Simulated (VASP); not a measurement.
Set up this calculation in VASP 6.6.1, as the native input.

* Task: single point
* Functional: PBEsol
* Potentials or basis: VASP PAW PBE potentials, release 64 (Hg)
* Cutoff: 520 eV
* k mesh: 11 × 11 × 11
* Occupations: fermi-dirac, width 0.1 eV
* Spin: non-collinear spin, zero start, spin-orbit coupling
* Starting moments: [[0.0, 0.0, 0.0]] μB
* Dipole correction: no
* Further INCAR settings: ALGO = Normal; EDIFF = 1e-07; NBANDS = 23

The structure of Hg lies in POSCAR:

```
Hg
1.0
    1.7724297377      1.0233127862      2.1954838398
   -1.7724297377      1.0233127862      2.1954838398
    0.0000000000     -2.0466255724      2.1954838398
Hg
1
Direct
    0.0000000000      1.0000000000      1.0000000000
```

These files were run (other wordings do the same):

INCAR

```
SYSTEM = Hg
PREC = Accurate
ENCUT = 520
EDIFF = 1E-7
ISMEAR = -1
SIGMA = 0.1
LREAL = .FALSE.
LASPH = .TRUE.
NELM = 150
ALGO = Normal
ISIF = 2
LWAVE = .FALSE.
LCHARG = .FALSE.
MAGMOM = 0 0 0
LORBIT = 11
LSORBIT = .TRUE.
GGA_COMPAT = .FALSE.
LORBMOM = .TRUE.
GGA = PS
NBANDS = 23
```

KPOINTS

```
regular mesh
0
G
  11 11 11
  0 0 0
```

Potentials or basis: VASP PAW PBE potentials, release 64 (Hg).

Command:

```sh
$ cat potpaw_PBE.64/Hg/POTCAR > POTCAR
$ mpirun -np 1 vasp_ncl > vasp.out
```

Results of the run:

* Pressure: -0.6 GPa
* Net moment: 0.00 μB per cell
* Valence electrons inside the program's atomic spheres: Hg 10.46

Caveat: the PAW data sets were made with another functional, which shifts forces and pressure a little.

Wall time 64 s on 1 thread of Intel(R) Xeon(R) Platinum 8488C (Sapphire Rapids) (shared host), peak memory 0.27 GiB.
